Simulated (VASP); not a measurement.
# Re (P6_3/mmc) in VASP: further runs, part 2 of 2

VASP 6.6.1. The steps go on from the part before.

## Step 3: Single point, PBEsol

This run uses another cell than the first one, of 16.85 Å³/atom.

Input file INCAR:

```
PREC     = Accurate       # precision mode
ENCUT    = 520            # plane-wave cutoff, eV
EDIFF    = 1E-6           # SCF threshold, eV
ISMEAR   = 0              # smearing method
SIGMA    = 0.15           # smearing width, eV
LREAL    = False          # projectors in reciprocal space
LASPH    = True           # aspherical terms in the spheres
NELM     = 80             # most SCF steps
ALGO     = Normal         # electronic algorithm
ISIF     = 2              # what is computed and relaxed
LWAVE    = False          # write WAVECAR
LCHARG   = False          # write CHGCAR
GGA      = PS             # functional
NBANDS   = 14             # bands
```

Input file KPOINTS:

```
regular mesh
0
Gamma
  18 18 10
```

Input file POSCAR:

```
Re
1.0
    2.7961000000      0.0000000000      0.0000000000
   -1.3980500000      2.4214936315      0.0000000000
    0.0000000000      0.0000000000      4.9765000000
Re
2
Direct
    0.3333333333      0.6666666667      0.2500000000
    0.6666666667      0.3333333333      0.7500000000
```

Potentials or basis: VASP PAW PBE potentials, release 64 (Re).

Run with:

```bash
$ cat potpaw_PBE.64/Re/POTCAR > POTCAR
$ mpirun -np 1 vasp_std > vasp.out
```

OUTCAR:

```text
PREC = Accurate
   ENCUT = 520
   EDIFF = 1E-6
   ISMEAR = 0
   LREAL = False
   LASPH = True
   NELM = 80
   ISIF = 2
   GGA = PS

 ion  position               nearest neighbor table
   1  0.333  0.667  0.250-   2 2.97   2 2.97   2 2.97   2 2.97   2 2.97   2 2.97
   2  0.667  0.333  0.750-   1 2.97   1 2.97   1 2.97   1 2.97   1 2.97   1 2.97

  LATTYP: Found a hexagonal cell.
 ALAT       =     2.7961000000
 C/A-ratio  =     1.7798004363

  Lattice vectors:

 A1 = (   2.7961000000,   0.0000000000,   0.0000000000)
 A2 = (  -1.3980500000,   2.4214936315,   0.0000000000)
 A3 = (   0.0000000000,   0.0000000000,   4.9765000000)

Analysis of symmetry for initial positions (statically):
=====================================================================
 Subroutine PRICEL returns:
 Original cell was already a primitive cell.

 Routine SETGRP: Setting up the symmetry group for a
 hexagonal supercell.

 Subroutine GETGRP returns: Found 24 space group operations
 (whereof 12 operations were pure point group operations)
 out of a pool of 24 trial point group operations.

The static configuration has the point symmetry D_3d.
 The point group associated with its full space group is D_6h.

Analysis of symmetry for dynamics (positions and initial velocities):
=====================================================================
 Subroutine PRICEL returns:
 Original cell was already a primitive cell.

 Routine SETGRP: Setting up the symmetry group for a
 hexagonal supercell.

 Subroutine GETGRP returns: Found 24 space group operations
 (whereof 12 operations were pure point group operations)
 out of a pool of 24 trial point group operations.

The dynamic configuration has the point symmetry D_3d.
 The point group associated with its full space group is D_6h.

 Subroutine INISYM returns: Found 24 space group operations
 (whereof 12 operations are pure point group operations),
 and found     1 'primitive' translations

----------------------------------------------------------------------------------------

                                     Primitive cell

  volume of cell :      33.6946

  direct lattice vectors                    reciprocal lattice vectors
     2.796100000  0.000000000  0.000000000     0.357641000  0.206484128  0.000000000
    -1.398050000  2.421493632  0.000000000     0.000000000  0.412968255  0.000000000
     0.000000000  0.000000000  4.976500000     0.000000000  0.000000000  0.200944439

  length of vectors
     2.796100000  2.796100000  4.976500000     0.412968255  0.412968255  0.200944439

  position of ions in fractional coordinates (direct lattice)
     0.333333333  0.666666667  0.250000000
     0.666666667  0.333333333  0.750000000

  ion indices of the primitive-cell ions
   primitive index   ion index
                 1           1
                 2           2

----------------------------------------------------------------------------------------

 KPOINTS: regular mesh

Automatic generation of k-mesh.
 Grid dimensions read from file:
 generate k-points for:   18   18   10

 Generating k-lattice:
[... 42 lines left out ...]
  0.388889  0.111111  0.000000     12.000000
 [... further k-points ...]
   k-points           NKPTS =    222   k-points in BZ     NKDIM =    222   number of bands    NBANDS=     14
   number of dos      NEDOS =    301   number of ions     NIONS =      2
   total plane-waves  NPLWV =  23040
   dimension x,y,z NGX =    24 NGY =   24 NGZ =   40
   dimension x,y,z NGXF=    48 NGYF=   48 NGZF=   80
   ions per type =               2
   NGX,Y,Z   is equivalent  to a cutoff of  14.27, 14.27, 13.36 a.u.
   NGXF,Y,Z  is equivalent  to a cutoff of  28.54, 28.54, 26.72 a.u.
 SYSTEM =  unknown system
   PREC   = accura    normal or accurate (medium, high low for compatibility)
   ISTART =      0    job   : 0-new  1-cont  2-samecut
   ICHARG =      2    charge: 1-file 2-atom 10-const
   ISPIN  =      1    spin polarized calculation?
   LNONCOLLINEAR =      F non collinear calculations
   LSORBIT =      F    spin-orbit coupling
   LASPH  =      T    aspherical Exc in radial PAW
   ENCUT  =  520.0 eV  38.22 Ry    6.18 a.u.   5.20  5.20  9.25*2*pi/ulx,y,z
   NELM   =     80;   NELMIN=  2; NELMDL= -5     # of ELM steps
   EDIFF  = 0.1E-05   stopping-criterion for ELM
   LREAL  =      F    real-space projection
   EDIFFG = 0.1E-04   stopping-criterion for IOM
   NSW    =      0    number of steps for IOM
   IBRION =     -1    ionic relax: 0-MD 1-quasi-New 2-CG
   NFREE  =      0    steps in history (QN), initial steepest desc. (CG)
   ISIF   =      2    stress and relaxation
   ISYM   =      2    0-nonsym 1-usesym 2-fastsym
   POTIM  = 0.5000    time-step for ionic-motion
   TEBEG  =    0.0;   TEEND  =   0.0 temperature during run
   PSTRESS=    0.0 pullay stress
   NELECT =      14.0000    total number of electrons
   NUPDOWN=      -1.0000    fix difference up-down
   EMIN   =  10.00;   EMAX   =-10.00  energy-range for DOS
   EFERMI =   0.00;   METHOD = LEGACY
   ISMEAR =     0;   SIGMA  =   0.15  broadening in eV -4-tet -1-fermi 0-gaus
   EFERMI_NEDOS =   21; number of points for ismear=-14 and -15
   IALGO  =     38    algorithm
   IMIX   =      4    mixing-type and parameters
     AMIX     =   0.40;   BMIX     =  1.00
     AMIX_MAG =   1.60;   BMIX_MAG =  1.00
  volume/ion in A,a.u.               =      16.85       113.69
  Fermi-wavevector in a.u.,A,eV,Ry     =   1.221605  2.308499 20.304232  1.492319
  Thomas-Fermi vector in A             =   2.356781
   LORBIT       =      0    0 simple, 1 ext, 2 COOP (PROOUT), +10 PAW based schemes
   GGA     = PS    functional components
   LHFCALC =     F    Hartree Fock is set to
   AEXX    =    0.0000 exact exchange contribution
   IVDW    =     0    specifies the selected vdW correction
   LEPSILON=     F    determine dielectric tensor
   LRPA    =     F    only Hartree local field effects (RPA)
 non-spin polarized calculation
 Gauss-broadening in eV      SIGMA  =   0.15
  energy-cutoff  :      520.00
  volume of cell :       33.69
 maximum number of plane-waves:       919
 NGX is ok and might be reduce to    24
   NGX = 11   NGY = 11   NGZ = 19

 number of electron      14.0000001 magnetization

 Free energy of the ion-electron system (eV)
  ---------------------------------------------------
  ext. energy  EPLUGINS =         0.00000000
  ---------------------------------------------------
  free energy    TOTEN  =       -25.86785836 eV

  energy without entropy =      -25.84298306  energy(sigma->0) =      -25.85542071

 E-fermi :   6.3043     XC(G=0): -13.0827

 val. band max:        6.2947435887   @ k =   0.1667   0.1111   0.4000
 cond. band min:       6.3043869037   @ k =   0.1667   0.0000   0.1000
 fundamental gap:      0.0096433150
 Fermi energy:         6.3043029451

 k-point     1 :       0.0000    0.0000    0.0000
  band No.  band energies     occupation
      1      -2.8203      2.00000
      2       0.1645      2.00000
      3       3.9089      2.00000
      4       5.0031      2.00000
      5       5.0031      2.00000
      6       5.4662      2.00000
      7       5.4662      2.00000
      8       5.7015      2.00000
      9       7.0463      0.00000
     10       7.0463      0.00000
     11       8.9562      0.00000
     12       8.9562      0.00000
     13      13.2449      0.00000
     14      20.6877      0.00000
[... 377 lines left out ...]
      1       1.3293      2.00000
      2       1.5723      2.00000
      3       1.8477      2.00000
      4       4.3614      2.00000
      5       4.4173      2.00000
      6       5.0500      2.00000
      7       5.2176      2.00000
      8       8.6612      0.00000
      9       8.8551      0.00000
     10       9.5183      0.00000
     11      11.3209      0.00000
     12      13.7753      0.00000
     13      14.7883      0.00000
     14      16.4440      0.00000

 [... further k-points ...]

------------------------ aborting loop because EDIFF is reached ----------------------------------------

  FORCE on cell =-STRESS in cart. coord.  units (eV):
  Direction    XX          YY          ZZ          XY          YZ          ZX
  --------------------------------------------------------------------------------------
  -------------------------------------------------------------------------------------
  Total       -6.3250005     -6.3250005    -12.0607561     -0.0000000      0.0000000     -0.0000000
  in kB     -300.7537882   -300.7537882   -573.4889812     -0.0000000      0.0000000     -0.0000000
  external PRESSURE =    -391.6655192 kB  Pullay stress =       0.0000000 kB

 VOLUME and BASIS-vectors are now :
 -----------------------------------------------------------------------------
  energy-cutoff  :      520.00
  volume of cell :       33.69
      direct lattice vectors                 reciprocal lattice vectors
     2.796100000  0.000000000  0.000000000     0.357641000  0.206484128  0.000000000
    -1.398050000  2.421493632  0.000000000     0.000000000  0.412968255  0.000000000
     0.000000000  0.000000000  4.976500000     0.000000000  0.000000000  0.200944439

 POSITION                                       TOTAL-FORCE (eV/Angst)
 -----------------------------------------------------------------------------------
     -0.00000      1.61433      1.24412         0.000000      0.000000      0.000000
      1.39805      0.80716      3.73237        -0.000000     -0.000000      0.000000
 -----------------------------------------------------------------------------------
    total drift:                               -0.000000      0.000000     -0.000000

  FREE ENERGIE OF THE ION-ELECTRON SYSTEM (eV)
  ---------------------------------------------------
  free  energy   TOTEN  =       -25.8678583603 eV

  energy  without entropy=      -25.8429830615  energy(sigma->0) =      -25.85542071
```

It took 38 s on 1 thread of Intel Xeon 6975P-C (Granite Rapids), shared host; peak memory 0.23 GiB.

What came out:

| Property | Result |
| --- | --- |
| Free energy | -25.8679 eV |
| Pressure | -39.2 GPa |
| Band gap on the k mesh | zero (bands 7 and 8 overlap by 2.42 eV) |

Stress tensor (GPa, compression positive):
```
-30.08   0.00   0.00
  0.00 -30.08   0.00
  0.00   0.00 -57.35
```

Levels at points of the mesh, in eV from the Fermi level:
| k point | band 4 | band 5 | band 6 | band 7 | band 8 | band 9 | band 10 | band 11 |
| --- | --- | --- | --- | --- | --- | --- | --- | --- |
| (0.00, 0.00, 0.00) | -1.30 | -1.30 | -0.84 | -0.84 | -0.60 | 0.74 | 0.74 | 2.65 |
| (0.50, 0.00, 0.00) | -1.90 | -1.41 | -1.20 | -1.04 | 2.91 | 3.79 | 4.03 | 4.86 |
| (0.00, 0.00, 0.50) | -2.67 | -1.27 | -1.27 | -1.27 | -1.27 | 1.97 | 1.97 | 1.97 |
| (0.50, 0.00, 0.50) | -3.85 | 0.54 | 0.54 | 0.64 | 0.64 | 3.56 | 3.56 | 3.92 |

Caveat: the cell stands under tension; the PAW data sets were made with another functional, which shifts forces and pressure a little; spin-orbit coupling is left out, which moves the levels of the heavy elements.

## Step 4: Single point, PBEsol

This run uses another cell than the first one, of 17.40 Å³/atom.

Input file INCAR:

```
PREC = Accurate ; ENCUT = 520
EDIFF = 1E-6 ; ISMEAR = 0
SIGMA = 0.15 ; LREAL = False
LASPH = True ; NELM = 100
ALGO = Normal ; ISIF = 2
LWAVE = False ; LCHARG = True
GGA = PS ; LELF = True
LVHAR = True ; NBANDS = 14
```

Input file KPOINTS:

```
Automatic mesh
0
Gamma
  18 18 10
```

Input file POSCAR:

```
Re
1.0
    2.8420000000      0.0000000000      0.0000000000
   -1.4210000000      2.4612441976      0.0000000000
    0.0000000000      0.0000000000      4.9765000000
Re
2
Direct
    0.3333333333      0.6666666667      0.2500000000
    0.6666666667      0.3333333333      0.7500000000
```

Run with:

```bash
$ cat potpaw_PBE.64/Re/POTCAR > POTCAR
$ mpirun -np 1 vasp_std > vasp.out
```

Wall time 36 s (1 thread of Intel Xeon 6975P-C (Granite Rapids), shared host); peak memory 0.23 GiB.

The run converged. Its results:

| Property | Result |
| --- | --- |
| Free energy | -25.6265 eV |
| Pressure | -45.8 GPa |
| Band gap on the k mesh | zero (bands 7 and 8 overlap by 2.30 eV) |

Stress tensor (GPa, compression positive):
```
-39.12   0.00   0.00
  0.00 -39.12   0.00
  0.00   0.00 -59.11
```

Levels at points of the mesh, in eV from the Fermi level:
```csv
k point,band 4,band 5,band 6,band 7,band 8,band 9,band 10,band 11
"(0.00, 0.00, 0.00)",-1.22,-1.22,-0.75,-0.75,-0.43,0.62,0.62,2.54
"(0.50, 0.00, 0.00)",-1.69,-1.42,-1.07,-1.06,2.85,3.51,3.76,4.67
"(0.00, 0.00, 0.50)",-2.45,-1.21,-1.21,-1.21,-1.21,1.88,1.88,1.88
"(0.50, 0.00, 0.50)",-3.59,0.49,0.49,0.63,0.63,3.48,3.48,3.65
```

Caveat: the cell stands under tension; the PAW data sets were made with another functional, which shifts forces and pressure a little; spin-orbit coupling is left out, which moves the levels of the heavy elements.

## Step 5: The runs side by side

| cell | gap on the mesh (eV) | pressure (GPa) |
| --- | --- | --- |
| a = 2.842, b = 2.842, c = 4.799 Å, angles 90.0, 90.0, 120.0°, 2 atoms | none | -40.7 |
| a = 2.796, b = 2.796, c = 4.976 Å, angles 90.0, 90.0, 120.0°, 2 atoms | none | -39.2 |
| a = 2.842, b = 2.842, c = 4.976 Å, angles 90.0, 90.0, 120.0°, 2 atoms | none | -45.8 |

Alike in all rows: task single point; level PBEsol; potentials or basis VASP PAW PBE potentials, release 64 (Re); no spin polarisation; k mesh 18 × 18 × 10; cutoff (eV) 520; smearing gaussian 0.15 eV.

Caveats: the cell stands under tension; the PAW data sets were made with another functional, which shifts forces and pressure a little; spin-orbit coupling is left out, which moves the levels of the heavy elements.

Absolute energies hang on the potentials; compare differences alone.
